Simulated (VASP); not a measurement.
Wanted: the native input for a VASP 6.6.1 run.

- Task: single point
- Functional: PBEsol
- Potentials or basis: VASP PAW PBE potentials, release 64 (Zr_sv, O)
- Cutoff: 520 eV
- k mesh: 10 × 10 × 10
- Occupations: gaussian, width 0.15 eV
- Spin: no spin polarisation
- Dipole correction: no
- Further INCAR settings: ALGO = Normal; EDIFF = 1e-06; NBANDS = 39

The structure of Zr2O lies in POSCAR:

```
Zr2O
1.0
    4.8002881848      0.0000000000      0.0000000000
    0.0000000000      4.8002881848      0.0000000000
    0.0000000000      0.0000000000      4.8002881848
Zr O
4 2
Direct
    0.1910779725      0.3089220275      0.7500000000
    0.8089220275      0.3089220275      0.2500000000
    0.1910779725      0.6910779725      0.2500000000
    0.8089220275      0.6910779725      0.7500000000
    0.0000000000      0.0000000000      0.0000000000
    0.5000000000      0.5000000000      0.5000000000
```

This cell differs from its parent crystal: atoms displaced along a vibrational mode.

These files were run (other wordings do the same):

INCAR

```
ALGO = Normal
EDIFF = 1E-6
ENCUT = 520
GGA = PS
ISIF = 2
ISMEAR = 0
LASPH = True
LCHARG = False
LREAL = False
LWAVE = False
NBANDS = 39
NELM = 100
PREC = Accurate
SIGMA = 0.15
```

KPOINTS

```
k-points
0
Gamma
  10 10 10
```

Potentials or basis: VASP PAW PBE potentials, release 64 (Zr_sv, O).

Launch:

```bash
$ cat potpaw_PBE.64/Zr_sv/POTCAR potpaw_PBE.64/O/POTCAR > POTCAR
$ mpirun -np 1 vasp_std > vasp.out
```

Results of the run:

```
Pressure               : 9.0 GPa
Largest force          : 3.779 eV/Å
Band gap on the k mesh : zero (bands 30 and 31 overlap by 1.08 eV)
```

Caveat: the cell differs from its parent crystal (atoms displaced along a vibrational mode); the cell stands under pressure; the PAW data sets were made with another functional, which shifts forces and pressure a little.

Wall time 2.6 min on 1 thread of Intel(R) Xeon(R) 6975P-C (Granite Rapids), with other jobs on the host, peak memory 0.49 GiB.
